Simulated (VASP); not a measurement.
Runs of VASP 6.6.1 on WS2. The structure is that of space group P-3m1 (No. 164), or close to it. The cells are those of the table. 

```csv
cell,gap on the mesh (eV),pressure (GPa),largest force (eV/Å)
"a = 3.154, b = 3.154, c = 18.140 Å, angles 90.0, 90.0, 60.0°, 6 atoms",1.45,-,0.06
"a = 3.154, b = 3.154, c = 12.640 Å, angles 90.0, 90.0, 60.0°, 6 atoms",1.16,(b),0.12
"a = 3.154, b = 3.154, c = 12.390 Å, angles 90.0, 90.0, 60.0°, 6 atoms",1.08,-0.2,0.09
"a = 3.154, b = 3.154, c = 12.890 Å, angles 90.0, 90.0, 60.0°, 6 atoms",1.22,-0.2,0.13
"a = 3.154, b = 3.154, c = 15.140 Å, angles 90.0, 90.0, 60.0°, 6 atoms",1.42,0.1,0.07
"a = 3.154, b = 3.154, c = 14.140 Å, angles 90.0, 90.0, 60.0°, 6 atoms",(d),0.0,0.09
"a = 3.154, b = 3.154, c = 16.640 Å, angles 90.0, 90.0, 60.0°, 6 atoms",1.44,0.2,0.06
"a = 3.154, b = 3.154, c = 13.640 Å, angles 90.0, 90.0, 60.0°, 6 atoms",1.34,(a),0.11
"a = 3.154, b = 3.154, c = 13.140 Å, angles 90.0, 90.0, 60.0°, 6 atoms",1.27,-0.2,0.13
"a = 3.154, b = 3.154, c = 11.840 Å, angles 90.0, 90.0, 60.0°, 6 atoms",(c),0.5,0.24
```

Alike in all rows: task single point; level PBE+D3(BJ); potentials or basis VASP PAW PBE potentials, release 64 (W_sv, S); no spin polarisation; k mesh 10 × 10 × 3; cutoff (eV) 520; smearing gaussian 0.05 eV.

Fill in the values left out.

(a) -0.1; (b) -0.3; (c) 0.81; (d) 1.38.

Caveats: spin-orbit coupling is left out, which moves the levels of the heavy elements.

A k mesh can miss the band edges, and the runs leave out spin-orbit coupling on W.
